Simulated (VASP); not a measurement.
# Ca8TeF15 (a cell with a defect) in VASP: electric field gradients with PBE

Aim: the electric field gradients of Ca8TeF15 (a cell with a defect) with PBE.

All numbers are computed with VASP 6.6.1; they aren't measurements. Logs are shortened: lines on timing, memory, paths and dates and some standing lists are left out, and cuts for length are marked.

## Step 1: The cell of the first run

The cell holds a defect, 24 atoms: a = 7.724 Å, b = 7.724 Å, c = 7.724 Å, α = 60.00°, β = 60.00°, γ = 60.00°.

## Step 2: Electric field gradients, PBE, collinear spin

INCAR

```
PREC = Accurate ; ENCUT = 520
EDIFF = 1E-8 ; ISMEAR = -1
SIGMA = 0.01 ; LREAL = Auto
LASPH = True ; NELM = 150
ALGO = Normal ; ISIF = 2
LWAVE = False ; LCHARG = False
ISPIN = 2 ; MAGMOM = 0 0 0 0 0 0 0 0 1 0 0 0 0 0 0 0 0 0 0 0 0 0 0 0
LORBIT = 11 ; GGA = PE
LEFG = True ; NBANDS = 118
```

KPOINTS

```
regular mesh
0
Gamma
  3 3 3
```

POSCAR

```
Ca8TeF15
1.0
    0.0000000000      5.4620000000      5.4620000000
    5.4620000000      0.0000000000      5.4620000000
    5.4620000000      5.4620000000      0.0000000000
Ca Te F
8 1 15
Direct
    0.0000000000      0.0000000000      0.0000000000
    0.0000000000      0.0000000000      0.5000000000
    0.0000000000      0.5000000000      0.0000000000
    0.0000000000      0.5000000000      0.5000000000
    0.5000000000      0.0000000000      0.0000000000
    0.5000000000      0.0000000000      0.5000000000
    0.5000000000      0.5000000000      0.0000000000
    0.5000000000      0.5000000000      0.5000000000
    0.1250000000      0.1250000000      0.1250000000
    0.1250000000      0.1250000000      0.6250000000
    0.1250000000      0.6250000000      0.1250000000
    0.1250000000      0.6250000000      0.6250000000
    0.6250000000      0.1250000000      0.1250000000
    0.6250000000      0.1250000000      0.6250000000
    0.6250000000      0.6250000000      0.1250000000
    0.6250000000      0.6250000000      0.6250000000
    0.3750000000      0.3750000000      0.3750000000
    0.3750000000      0.3750000000      0.8750000000
    0.3750000000      0.8750000000      0.3750000000
    0.3750000000      0.8750000000      0.8750000000
    0.8750000000      0.3750000000      0.3750000000
    0.8750000000      0.3750000000      0.8750000000
    0.8750000000      0.8750000000      0.3750000000
    0.8750000000      0.8750000000      0.8750000000
```

Potentials or basis: VASP PAW PBE potentials, release 64 (Ca_sv, Te, F).

Run with:

```bash
> cat potpaw_PBE.64/Ca_sv/POTCAR potpaw_PBE.64/Te/POTCAR potpaw_PBE.64/F/POTCAR > POTCAR
> mpirun -np 1 vasp_std > vasp.out
```

OUTCAR:

```text
PREC = Accurate
   ENCUT = 520
   EDIFF = 1E-8
   ISMEAR = -1
   LREAL = Auto
   LASPH = True
   NELM = 150
   ISIF = 2
   ISPIN = 2
   LORBIT = 11
   GGA = PE

 ion  position               nearest neighbor table
   1  0.000  0.000  0.000-   9 2.37  10 2.37  11 2.37  13 2.37  20 2.37  22 2.37  23 2.37  24 2.37

   2  0.000  0.000  0.500-   9 2.37  10 2.37  12 2.37  14 2.37  19 2.37  21 2.37  23 2.37  24 2.37

   3  0.000  0.500  0.000-   9 2.37  11 2.37  12 2.37  15 2.37  18 2.37  21 2.37  22 2.37  24 2.37
[... 14 lines left out ...]
  11  0.125  0.625  0.125-   1 2.37   3 2.37   4 2.37   7 2.37
  12  0.125  0.625  0.625-   2 2.37   3 2.37   4 2.37   8 2.37
  13  0.625  0.125  0.125-   1 2.37   5 2.37   6 2.37   7 2.37
  14  0.625  0.125  0.625-   2 2.37   5 2.37   6 2.37   8 2.37
  15  0.625  0.625  0.125-   3 2.37   5 2.37   7 2.37   8 2.37
  16  0.625  0.625  0.625-   4 2.37   6 2.37   7 2.37   8 2.37
  17  0.375  0.375  0.375-   4 2.37   6 2.37   7 2.37   8 2.37
  18  0.375  0.375  0.875-   3 2.37   5 2.37   7 2.37   8 2.37   9 2.73
  19  0.375  0.875  0.375-   2 2.37   5 2.37   6 2.37   8 2.37   9 2.73
  20  0.375  0.875  0.875-   1 2.37   5 2.37   6 2.37   7 2.37   9 2.73
  21  0.875  0.375  0.375-   2 2.37   3 2.37   4 2.37   8 2.37   9 2.73
  22  0.875  0.375  0.875-   1 2.37   3 2.37   4 2.37   7 2.37   9 2.73
  23  0.875  0.875  0.375-   1 2.37   2 2.37   4 2.37   6 2.37   9 2.73
  24  0.875  0.875  0.875-   1 2.37   2 2.37   3 2.37   5 2.37

  LATTYP: Found a face centered cubic cell.
 ALAT       =    10.9240000000

  Lattice vectors:

 A1 = (   0.0000000000,   5.4620000000,   5.4620000000)
 A2 = (   5.4620000000,   0.0000000000,   5.4620000000)
 A3 = (   5.4620000000,   5.4620000000,   0.0000000000)

Analysis of symmetry for initial positions (statically):
=====================================================================
 Subroutine PRICEL returns:
 Original cell was already a primitive cell.

 Routine SETGRP: Setting up the symmetry group for a
 face centered cubic supercell.

 Subroutine GETGRP returns: Found 24 space group operations
 (whereof  6 operations were pure point group operations)
 out of a pool of 48 trial point group operations.

The static configuration has the point symmetry C_3v.
 The point group associated with its full space group is T_d .

Analysis of symmetry for dynamics (positions and initial velocities):
=====================================================================
 Subroutine PRICEL returns:
 Original cell was already a primitive cell.

 Routine SETGRP: Setting up the symmetry group for a
 face centered cubic supercell.

 Subroutine GETGRP returns: Found 24 space group operations
 (whereof  6 operations were pure point group operations)
 out of a pool of 48 trial point group operations.

The dynamic configuration has the point symmetry C_3v.
 The point group associated with its full space group is T_d .

Analysis of structural, dynamic, and magnetic symmetry:
=====================================================================
 Subroutine PRICEL returns:
 Original cell was already a primitive cell.

 Routine SETGRP: Setting up the symmetry group for a
 face centered cubic supercell.

 Subroutine GETGRP returns: Found 24 space group operations
 (whereof  6 operations were pure point group operations)
 out of a pool of 48 trial point group operations.

The overall configuration has the point symmetry C_3v.
 The point group associated with its full space group is T_d .

 Subroutine INISYM returns: Found 24 space group operations
 (whereof  6 operations are pure point group operations),
 and found     1 'primitive' translations

----------------------------------------------------------------------------------------

                                     Primitive cell

  volume of cell :     325.9005

  direct lattice vectors                    reciprocal lattice vectors
     0.000000000  5.462000000  5.462000000    -0.091541560  0.091541560  0.091541560
     5.462000000  0.000000000  5.462000000     0.091541560 -0.091541560  0.091541560
     5.462000000  5.462000000  0.000000000     0.091541560  0.091541560 -0.091541560

  length of vectors
[... 152 lines left out ...]

 E-fermi :   2.6437     XC(G=0):  -9.9067

 val. band max:        2.6349439697   @ k =  -0.3333   0.3333   0.0000
 cond. band min:       2.6466788355   @ k =   0.3333   0.0000   0.0000
 fundamental gap:      0.0117348658
 Fermi energy:         2.6436696097

 spin component 1

 k-point     1 :       0.0000    0.0000    0.0000
  band No.  band energies     occupation
      1     -36.2219      1.00000
      2     -36.1979      1.00000
      3     -36.1979      1.00000
      4     -36.1979      1.00000
      5     -36.0657      1.00000
      6     -36.0324      1.00000
[... 429 lines left out ...]
    106       8.8015      0.00000
    107       8.8985      0.00000
 Fermi energy:         2.6436696097

 spin component 2

 k-point     1 :       0.0000    0.0000    0.0000
  band No.  band energies     occupation
      1     -36.2210      1.00000
      2     -36.1973      1.00000
      3     -36.1973      1.00000
      4     -36.1973      1.00000
      5     -36.0402      1.00000
      6     -36.0073      1.00000
[... 429 lines left out ...]
    106       8.8487      0.00000
    107       8.9540      0.00000
 [bands above 107 left out]

------------------------ aborting loop because EDIFF is reached ----------------------------------------

  FORCE on cell =-STRESS in cart. coord.  units (eV):
  Direction    XX          YY          ZZ          XY          YZ          ZX
  --------------------------------------------------------------------------------------
  -------------------------------------------------------------------------------------
  Total       32.6484200     32.6484200     32.6484200     -0.0000000     -0.0000000      0.0000000
  in kB      160.5046683    160.5046683    160.5046683     -0.0000000     -0.0000000      0.0000000
  external PRESSURE =     160.5046683 kB  Pullay stress =       0.0000000 kB

 VOLUME and BASIS-vectors are now :
 -----------------------------------------------------------------------------
  energy-cutoff  :      520.00
  volume of cell :      325.90
      direct lattice vectors                 reciprocal lattice vectors
     0.000000000  5.462000000  5.462000000    -0.091541560  0.091541560  0.091541560
     5.462000000  0.000000000  5.462000000     0.091541560 -0.091541560  0.091541560
     5.462000000  5.462000000  0.000000000     0.091541560  0.091541560 -0.091541560

 POSITION                                       TOTAL-FORCE (eV/Angst)
 -----------------------------------------------------------------------------------
      0.00000      0.00000      0.00000        -4.069072     -4.069072     -4.069072
      2.73100      2.73100      0.00000         4.069072      4.069072     -4.069072
      2.73100      0.00000      2.73100         4.069072     -4.069072      4.069072
      5.46200      2.73100      2.73100        -0.082213      0.082213      0.082213
      0.00000      2.73100      2.73100        -4.069072      4.069072      4.069072
      2.73100      5.46200      2.73100         0.082213     -0.082213      0.082213
[... 16 lines left out ...]
      6.82750      6.82750      9.55850        -0.000000     -0.000000     -0.814603
      9.55850      9.55850      9.55850        -0.000000     -0.000000     -0.000000
 -----------------------------------------------------------------------------------
    total drift:                                0.000000      0.000000      0.000000

  FREE ENERGIE OF THE ION-ELECTRON SYSTEM (eV)
  ---------------------------------------------------
  free  energy   TOTEN  =      -124.0957664101 eV

  energy  without entropy=     -124.0839172146  energy(sigma->0) =     -124.08984181

 Electric field gradients (V/A^2)
---------------------------------------------------------------------
 ion       V_xx      V_yy      V_zz      V_xy      V_xz      V_yz
---------------------------------------------------------------------
   1       0.000     0.000    -0.000   -10.749   -10.749   -10.749
   2      -0.000    -0.000     0.000   -10.749    10.749    10.749
   3      -0.000     0.000    -0.000    10.749   -10.749    10.749
   4      -0.000     0.000     0.000     0.015     0.015    -0.016
   5       0.000    -0.000    -0.000    10.749    10.749   -10.749
   6       0.000    -0.000     0.000     0.015    -0.016     0.015
[... 16 lines left out ...]
  23      -4.298    -4.298     8.596    -0.953    -0.002    -0.002
  24      -0.000    -0.000     0.000    -0.002    -0.002    -0.002
---------------------------------------------------------------------

 Electric field gradients after diagonalization (V/A^2)
 (convention: |V_zz| > |V_xx| > |V_yy|)
----------------------------------------------------------------------
 ion       V_xx      V_yy      V_zz     asymmetry (V_yy - V_xx)/ V_zz
----------------------------------------------------------------------
   1      10.749    10.749   -21.499       0.000
   2      10.749    10.749   -21.498       0.000
   3      10.749    10.749   -21.498       0.000
   4       0.016     0.015    -0.031       0.026
   5      10.749    10.749   -21.498       0.000
   6       0.016     0.015    -0.031       0.026
[... 16 lines left out ...]
  23      -5.251    -3.345     8.596       0.222
  24       0.002     0.002    -0.004       0.000
----------------------------------------------------------------------

           NMR quadrupolar parameters

 Cq : quadrupolar parameter    Cq=e*Q*V_zz/h
 eta: asymmetry parameters     (V_yy - V_xx)/ V_zz
 Q  : nuclear electric quadrupole moment in mb (millibarn)
----------------------------------------------------------------------
 ion       Cq(MHz)       eta       Q (mb)
----------------------------------------------------------------------
   1      -0.052       0.000       1.000
   2      -0.052       0.000       1.000
   3      -0.052       0.000       1.000
   4      -0.000       0.026       1.000
   5      -0.052       0.000       1.000
   6      -0.000       0.026       1.000
[... 16 lines left out ...]
  23       0.021       0.222       1.000
  24      -0.000       0.000       1.000
----------------------------------------------------------------------

 total charge

# of ion       s       p       d       tot
------------------------------------------
    1        2.047   5.892   0.362   8.301
    2        2.047   5.892   0.362   8.301
    3        2.047   5.892   0.362   8.301
    4        2.021   5.870   0.216   8.107
    5        2.047   5.892   0.362   8.301
    6        2.021   5.870   0.216   8.107
[... 16 lines left out ...]
   23        1.738   4.384   0.000   6.122
   24        1.736   4.383   0.000   6.119
--------------------------------------------------
tot         43.762 115.318   2.353 161.434

 magnetization (x)

# of ion       s       p       d       tot
------------------------------------------
    1        0.003   0.008   0.020   0.031
    2        0.003   0.008   0.020   0.031
    3        0.003   0.008   0.020   0.031
    4        0.000   0.000   0.001   0.001
    5        0.003   0.008   0.020   0.031
    6        0.000   0.000   0.001   0.001
[... 16 lines left out ...]
   23        0.001   0.027   0.000   0.028
   24        0.000   0.018   0.000   0.018
--------------------------------------------------
tot          0.027   0.646   0.082   0.756
```

It took 17 min on 1 thread of Intel Xeon Platinum 8488C (Sapphire Rapids), shared host; peak memory 0.77 GiB.

What came out:

```yaml
Free_energy: -124.0958 eV
Pressure: 16.1 GPa
Largest_force: 7.048 eV/Å
Band_gap_on_the_k_mesh: zero (filled and empty bands overlap)
Net_moment: 1.00 μB per cell
Site_moments: Ca +0.03, +0.00 (each value once); Te +0.44; F +0.00, +0.01, +0.03, +0.02 (each value once) μB
Largest_electric_field_gradient_by_atom: Ca -21.5, -0.0 (each value once); Te -0.0; F -2.4, -0.0, +8.6 (each value once) V/Å²
Valence_electrons_inside_the_program's_atomic_spheres: Ca 8.30, 8.11 (each value once); Te 3.96; F 6.12
```

Forces in eV/Å, atoms in the order of the input:
```
Ca  -4.069 -4.069 -4.069
Ca   4.069  4.069 -4.069
Ca   4.069 -4.069  4.069
Ca  -0.082  0.082  0.082
Ca  -4.069  4.069  4.069
Ca   0.082 -0.082  0.082
Ca   0.082  0.082 -0.082
Ca  -0.082 -0.082 -0.082
Te   0.000  0.000  0.000
F    0.000  0.000  0.060
F    0.000  0.060  0.000
F   -0.060  0.000  0.000
F    0.060  0.000  0.000
F    0.000 -0.060  0.000
F    0.000  0.000 -0.060
F    0.000  0.000  0.000
F    0.000  0.000  0.000
F    0.000  0.000  0.815
F    0.000  0.815  0.000
F   -0.815  0.000  0.000
F    0.815  0.000  0.000
F    0.000 -0.815  0.000
F    0.000  0.000 -0.815
F    0.000  0.000  0.000
```

Electric field gradients, principal values (V/Å²):
```tsv
atom	least	middle	greatest (by size)
1 Ca	10.749	10.749	-21.499
2 Ca	10.749	10.749	-21.498
3 Ca	10.749	10.749	-21.498
4 Ca	0.015	0.016	-0.031
5 Ca	10.749	10.749	-21.498
6 Ca	0.015	0.016	-0.031
7 Ca	0.015	0.016	-0.031
8 Ca	0.016	0.016	-0.032
9 Te	0.000	0.000	-0.001
10 F	0.801	1.598	-2.399
11 F	0.801	1.598	-2.399
12 F	0.806	1.594	-2.400
13 F	0.801	1.598	-2.399
14 F	0.806	1.594	-2.400
15 F	0.806	1.594	-2.400
16 F	0.002	0.002	-0.004
17 F	0.002	0.002	-0.004
18 F	-3.348	-5.247	8.596
19 F	-3.348	-5.247	8.596
20 F	-3.345	-5.251	8.596
21 F	-3.348	-5.247	8.596
22 F	-3.345	-5.251	8.596
23 F	-3.345	-5.251	8.596
24 F	0.002	0.002	-0.004
```

Caveat: without QUAD_EFG the Cq values of the log hold for a quadrupole moment of 1 mb, not for the nuclei; spin-orbit coupling is left out, which moves the levels of the heavy elements.
